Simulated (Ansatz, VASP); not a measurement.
**KNbO3 in VASP and in Ansatz**

```
CELL_PARAMETERS angstrom
4.01297 0.00000 0.00000
0.00000 4.01297 0.00000
0.00000 0.00000 4.11029
ATOMIC_POSITIONS crystal
K 0.50000 0.50000 0.49995
Nb 0.00000 0.00000 0.01492
O 0.50000 0.00000 0.97414
O 0.00000 0.50000 0.97414
O 0.00000 0.00000 0.47165
```

Alike in both runs: task single point; functional PBE; k mesh 2 × 2 × 2; occupations tetrahedron; collinear spin.

|  | VASP | Ansatz |
| --- | --- | --- |
| version | VASP 6.6.1 | Ansatz 0.2.0 |
| potentials or method | VASP PAW PBE potentials, release 64 (K_sv, Nb_sv, O), cutoff 600 eV | scalar-relativistic, plane waves, PAW |
| valence electrons in the cell | 40 | 40 |

Ansatz gave:

| Item | Value |
| --- | --- |
| gap on the k mesh at the Fermi level (eV) | 1.37 |
| least direct gap on the mesh (eV) | 2.23 |
| pressure (GPa) | 0.6 |
| traceless stress, the component that is largest in VASP (GPa) | 1.56 |
| rms of the force components (eV/Å) | 0.956 |
| net moment per atom (μB) | 0.00 |

Question: What did VASP give for the same quantities?

Answer: gap on the k mesh at the Fermi level (eV): 1.35; least direct gap on the mesh (eV): 2.21; pressure (GPa): 0.4; traceless stress, the component that is largest in VASP (GPa): 1.58; rms of the force components (eV/Å): 0.951; net moment per atom (μB): 0.00.

Atom by atom the forces differ by 0.005 eV/Å (rms over components). Ansatz's warnings: band table not solved further, moment headroom below auto, seeded moment not kept, stability check not made, tetrahedron derivatives may miss energy slope.

The k mesh is coarse, so the values compare programs but aren't converged.
